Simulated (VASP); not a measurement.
Input of a VASP 6.6.1 run:

INCAR

```
PREC = Accurate
ENCUT = 600
EDIFF = 1E-6
ISMEAR = -1
SIGMA = 0.1
LREAL = F
LASPH = T
NELM = 80
ALGO = Normal
ISIF = 3
LWAVE = F
LCHARG = F
GGA = PE
IBRION = 2
NSW = 80
EDIFFG = -0.01
```

KPOINTS

```
regular mesh
0
Gamma
  11 11 9
```

Contents of POSCAR:

```
ZrB2
1.0
    3.1700000000      0.0000000000      0.0000000000
   -1.5850000000      2.7453005300      0.0000000000
    0.0000000000      0.0000000000      3.5330000000
Zr B
1 2
Direct
    0.0000000000      0.0000000000      0.0000000000
    0.3333333300      0.6666666700      0.5000000000
    0.6666666700      0.3333333300      0.5000000000
```

Potentials or basis: VASP PAW PBE potentials, release 64 (Zr_sv, B).

Launch:

```bash
$ cat potpaw_PBE.64/Zr_sv/POTCAR potpaw_PBE.64/B/POTCAR > POTCAR
$ mpirun -np 1 vasp_std > vasp.out
```

(1) Predict the space group after relaxing (to 0.05 Å).

(2) Predict the relaxed cell.

(3) Predict the relaxed volume.

Answers

(1) P6/mmm (No. 191).

(2) a = 3.171 Å, b = 3.171 Å, c = 3.544 Å, α = 90.00°, β = 90.00°, γ = 120.00°.

(3) 10.29 Å³/atom.
